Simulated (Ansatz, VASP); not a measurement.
**Two plane-wave programs on SrLiH3**

File POSCAR:

```
SrLiH3
1.0
    4.6307910000      0.0000000000      0.0000000000
    0.0000000000      4.6307910000      0.0000000000
    0.0000000000      0.0000000000      4.6307910000
Li Sr H
1 1 3
Direct
    0.0000000000      0.0000000000      0.0000000000
    0.5000000000      0.5000000000      0.5000000000
    0.0000000000      0.5000000000      0.5000000000
    0.5000000000      0.0000000000      0.5000000000
    0.5000000000      0.5000000000      0.0000000000
```

The input INCAR.step1:

```
PREC = Accurate ; ENCUT = 600
ISMEAR = 0 ; SIGMA = 0.01
LREAL = False ; LASPH = True
NELM = 80 ; GGA = PE
ALGO = Normal ; EDIFF = 1E-4
LWAVE = True ; LCHARG = False
```

Contents of INCAR.step2:

```
PREC = Accurate ; ENCUT = 600
EDIFF = 1E-6 ; ISMEAR = 0
SIGMA = 0.01 ; LREAL = False
LASPH = True ; NELM = 80
ALGO = Normal ; ISIF = 3
LWAVE = False ; LCHARG = False
METAGGA = R2SCAN ; LMIXTAU = True
LUSE_VDW = True ; IVDW_NL = 2
BPARAM = 11.95 ; CPARAM = 0.0093
IBRION = 2 ; NSW = 80
EDIFFG = -0.02 ; ISTART = 1
```

The input KPOINTS:

```
regular mesh
0
Gamma
  4 4 4
```

Input for Ansatz:

```yaml
crystal:
  lattice:
    bravais: cubic
    a: 4.630791
  space_group: 221
  atoms:
    - { symbol: Li, position: [0.0, 0.0, 0.0] }
    - { symbol: Sr, position: [0.5, 0.5, 0.5] }
    - { symbol: H, position: [0.0, 0.5, 0.5] }
kpoints:
  mp_grid:
    grid: [4, 4, 4]
hamiltonian:
  xc: r2scan
  dispersion: rvv10
scf:
  occupations:
    method: fixed
relax:
  f_tol: 0.02
  cell: {}
```

Alike in both runs: task relaxation of cell and atoms; functional r2SCAN; dispersion rVV10; k mesh 4 × 4 × 4; no spin polarisation.

|  | VASP | Ansatz |
| --- | --- | --- |
| version | VASP 6.6.1 | Ansatz 0.2.0 |
| potentials or method | VASP PAW PBE potentials, release 64 (Li_sv, Sr_sv, H) | plane waves, PAW |
| plane-wave cutoff (eV) | 600 | 500 |
| occupations | gaussian, width 0.01 eV | fixed |
| valence electrons in the cell | 16 | 16 |

Ansatz gave:

| Item | Value |
| --- | --- |
| relaxed volume (Å³/atom) | 19.98 |
| relaxed length of the cell vector where the two differ most in proportion (Å) | 4.640 |

Question: What did VASP give for the same quantities?

Answer: Relaxed volume (Å³/atom): 19.86; relaxed length of the cell vector where the two differ most in proportion (Å): 4.631.

VASP's potentials were made for PBE, not for r2SCAN.

Noted on VASP's run: the cutoff is under 1.25 times that of the potentials, so the pressure is a little rough; the relaxation stopped at its first step, so nothing moved.
